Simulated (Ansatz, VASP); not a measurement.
**MnS in VASP and in Ansatz**

The input INCAR:

```
  PREC = Accurate
  ENCUT = 520
  EDIFF = 1E-7
  ISMEAR = -1
  SIGMA = 0.05
  LREAL = F
  LASPH = T
  NELM = 150
  ALGO = Normal
  ISIF = 2
  LWAVE = F
  LCHARG = F
  ISPIN = 2
  MAGMOM = 6 6 0 0
  LORBIT = 11
  NUPDOWN = 12.0
  LMAXMIX = 4
  GGA = PE
  NBANDS = 31
```

KPOINTS

```
Automatic mesh
0
Gamma
  7 7 4
```

Contents of POSCAR:

```
MnS
1.0
    3.9535769233      0.0000000000      0.0000000000
   -1.9767884617      3.4238980514      0.0000000000
    0.0000000000      0.0000000000      6.3425288600
Mn S
2 2
Direct
    0.6666666667      0.3333333333      0.4988446700
    0.3333333333      0.6666666667      0.9988446700
    0.3333333333      0.6666666667      0.6261543000
    0.6666666667      0.3333333333      0.1261543000
```

Contents of input.yaml:

```yaml
crystal:
  lattice:
    - [3.9535769233, 0.0, 0.0]
    - [-1.9767884617, 3.4238980514, 0.0]
    - [0.0, 0.0, 6.34252886]
  atoms:
    - { symbol: Mn, position: [0.6666666667, 0.3333333333, 0.49884467], spin: 6.0 }
    - { symbol: Mn, position: [0.3333333333, 0.6666666667, 0.99884467], spin: 6.0 }
    - { symbol: S, position: [0.3333333333, 0.6666666667, 0.6261543] }
    - { symbol: S, position: [0.6666666667, 0.3333333333, 0.1261543] }
hamiltonian:
  xc: pbe
  pseudopotentials: { kind: paw }
magnetization:
  spin_polarized: true
  initial_magnetization: 12.0
  spin_locking: { lock_magnetization: hard }
kpoints:
  mp_grid: { grid: [7, 7, 4] }
scf:
  occupations: { method: fermi_dirac, width: 0.05 }
  lower_state_search: "off"
output:
  forces: true
  stress: true
  eigenvalues: true
```

Alike in both runs: task single point; functional PBE; k mesh 7 × 7 × 4; occupations fermi-dirac, width 0.05 eV; collinear spin; fixed moment 12 μB.

```csv
,VASP,Ansatz
version,VASP 6.6.1,Ansatz 0.2.0
potentials or method,"VASP PAW PBE potentials, release 64 (Mn_pv, S)",Ansatz PAW
plane-wave cutoff (eV),520,420
valence electrons in the cell,38,42
```

VASP gave:

- pressure (GPa): 13.7
- traceless stress, the component that is largest in VASP (GPa): 1.55
- rms of the force components (eV/Å): 0.178
- net moment per atom (μB): 3.00
- size of the moment on the site where the two differ most (μB): 4.54

Estimate Ansatz's values.

pressure (GPa): 13.6; traceless stress, the component that is largest in VASP (GPa): 1.53; rms of the force components (eV/Å): 0.176; net moment per atom (μB): 3.00; size of the moment on the site where the two differ most (μB): 4.29.

Site moments also hang on the region over which each program counts them. Atom by atom the forces differ by 0.002 eV/Å (rms over components). The functional is the same, so the differences come from potentials, cutoffs and numerics. VASP's potentials hold 38 valence electrons a cell and Ansatz's 42, so a difference there can come from the potentials and not from the codes.
